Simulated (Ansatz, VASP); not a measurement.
**Two plane-wave programs on CaO**

```xyz
4
Lattice="4.1117 0.0000 0.0000 -2.0559 3.5609 0.0000 0.0000 0.0000 4.6413" Properties=species:S:1:pos:R:3 pbc="T T T"
Ca    0.0000    2.3739    3.4810
Ca    2.0559    1.1870    1.1603
O     0.0000    2.3739    1.1603
O     2.0559    1.1870    3.4810
```

Change from the starting cell: strain +0.030 along x and y, -0.030 along z, atoms carried along.

Alike in both runs: task single point; functional PBE; k mesh 9 × 9 × 6; occupations gaussian, width 0.05 eV; no spin polarisation.

|  | VASP | Ansatz |
| --- | --- | --- |
| version | VASP 6.6.1 | Ansatz 0.2.0 |
| potentials or method | VASP PAW PBE potentials, release 64 (Ca_sv, O), cutoff 520 eV | scalar-relativistic, plane waves, PAW |
| valence electrons in the cell | 32 | 32 |

```tsv
	VASP	Ansatz	Ansatz less VASP
gap on the k mesh at the Fermi level (eV)	2.86	2.88	+0.017
least direct gap on the mesh (eV)	2.86	2.88	+0.017
pressure (GPa)	0.1	-0.4	-0.46
traceless stress, the component that is largest in VASP (GPa)	5.38	5.13	-0.254
```
